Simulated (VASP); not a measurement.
The system is MgAl2Ge2.

```xyz
5
Lattice="4.0936 0.0000 0.0000 -2.0468 3.5451 0.0000 0.0000 0.0000 6.7541" Properties=species:S:1:pos:R:3 pbc="T T T"
Mg    0.0000    0.0000    0.0000
Al    2.0468    1.1817    2.4827
Al    0.0000    2.3634    4.2714
Ge    2.0468    1.1817    5.1125
Ge    0.0000    2.3634    1.6416
```

```yaml
Program: VASP 6.6.1
Task: relaxation of cell and atoms
Functional: PBEsol
Potentials_or_basis: VASP PAW PBE potentials, release 64 (Mg, Al, Ge_d)
Cutoff: 600 eV
k_mesh: 5 × 5 × 3
Occupations: methfessel-paxton, width 0.02 eV
Spin: no spin polarisation
```

At the start: pressure 0.6 GPa; volume 19.60 Å³/atom.

Question: Where does the relaxation end?

Answer: Over 11 steps the energy falls by 2.1 meV/atom and the volume is 19.73 Å³/atom (+0.7 %); space group P-3m1 (No. 164, to 0.1 Å) before and after.

The path:
```csv
step,energy change (eV),largest force (eV/Å),pressure (GPa),volume (Å³)
1,0.0000,0.2262,0.60,98.02
2,-0.0064,0.1119,-0.04,99.06
3,-0.0066,0.0645,-0.51,99.50
4,-0.0067,0.0754,-0.37,99.38
5,-0.0091,0.0671,-0.20,99.04
6,-0.0094,0.0679,-0.18,98.94
7,-0.0093,0.0687,-0.05,98.73
8,-0.0095,0.0682,-0.14,98.86
9,-0.0102,0.0350,0.10,98.51
10,-0.0103,0.0293,0.16,98.45
11,-0.0104,0.0048,-0.09,98.66
```

Final structure:
```
Mg Al Ge
1.0
     4.09357    0.00000    0.00000
    -2.04678    3.54513    0.00000
     0.00000    0.00000    6.79870
Mg Al Ge
1 2 2
Direct
  0.00000 0.00000 0.00000
  0.66667 0.33333 0.37016
  0.33333 0.66667 0.62984
  0.66667 0.33333 0.76109
  0.33333 0.66667 0.23891
```

Caveat: the PAW data sets were made with another functional, which shifts forces and pressure a little.
